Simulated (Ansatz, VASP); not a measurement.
**Two plane-wave programs on GaAs**

The input POSCAR:

```
GaAs
1.0
    0.0000000000      2.8268500000      2.8268500000
    2.8268500000      0.0000000000      2.8268500000
    2.8268500000      2.8268500000      0.0000000000
Ga As
1 1
Direct
    0.0000000000      0.0000000000      0.0000000000
    0.2500000000      0.2500000000      0.2500000000
```

INCAR.step1

```
SYSTEM = GaAs
PREC     = Accurate       ! precision mode
ENCUT    = 520            ! plane-wave cutoff, eV
ISMEAR   = 0              ! smearing method
SIGMA    = 0.02           ! smearing width, eV
LREAL    = .FALSE.        ! projectors in reciprocal space
LASPH    = .TRUE.         ! aspherical terms in the spheres
NELM     = 60             ! most SCF steps
NBANDS   = 16             ! bands
GGA      = PE             ! functional
ALGO     = Normal         ! electronic algorithm
EDIFF    = 1E-4           ! SCF threshold, eV
LWAVE    = .TRUE.         ! write WAVECAR
LCHARG   = .FALSE.        ! write CHGCAR
```

INCAR.step2

```
SYSTEM = GaAs
PREC     = Accurate       ! precision mode
ENCUT    = 520            ! plane-wave cutoff, eV
EDIFF    = 1E-6           ! SCF threshold, eV
ISMEAR   = 0              ! smearing method
SIGMA    = 0.02           ! smearing width, eV
LREAL    = .FALSE.        ! projectors in reciprocal space
LASPH    = .TRUE.         ! aspherical terms in the spheres
NELM     = 60             ! most SCF steps
ALGO     = Normal         ! electronic algorithm
ISIF     = 2              ! what is computed and relaxed
LWAVE    = .FALSE.        ! write WAVECAR
LCHARG   = .FALSE.        ! write CHGCAR
METAGGA  = R2SCAN         ! meta-GGA
LMIXTAU  = .TRUE.       
NBANDS   = 16             ! bands
ISTART   = 1
```

Contents of KPOINTS:

```
Automatic mesh
0
G
  8 8 8
  0 0 0
```

Input for Ansatz:

```yaml
crystal:
  lattice:
    - [0.0, 2.82685, 2.82685]
    - [2.82685, 0.0, 2.82685]
    - [2.82685, 2.82685, 0.0]
  atoms:
    - { symbol: Ga, position: [0.0, 0.0, 0.0] }
    - { symbol: As, position: [0.25, 0.25, 0.25] }
basis:
  ecutwfc: 500
kpoints:
  mp_grid: { grid: [8, 8, 8] }
hamiltonian:
  xc: r2scan
scf:
  occupations: { method: gaussian, width: 0.02 }
output:
  forces: true
  stress: true
  eigenvalues: true
  populations: true
```

Alike in both runs: task single point; functional r2SCAN; k mesh 8 × 8 × 8; occupations gaussian, width 0.02 eV; no spin polarisation.

```csv
,VASP,Ansatz
version,VASP 6.6.1,Ansatz 0.2.0
potentials or method,"VASP PAW PBE potentials, release 64 (Ga_d, As), cutoff 520 eV","scalar-relativistic, plane waves, PAW"
valence electrons in the cell,18,28
```

|  | VASP | Ansatz | Ansatz less VASP |
| --- | --- | --- | --- |
| gap on the k mesh at the Fermi level (eV) | 1.00 | 1.02 | +0.019 |
| least direct gap on the mesh (eV) | 1.00 | 1.02 | +0.019 |
| pressure (GPa) | 0.6 | 0.5 | -0.13 |

VASP's potentials were made for PBE, not for r2SCAN. VASP's potentials hold 18 valence electrons a cell and Ansatz's 28, so a difference there can come from the potentials and not from the codes.
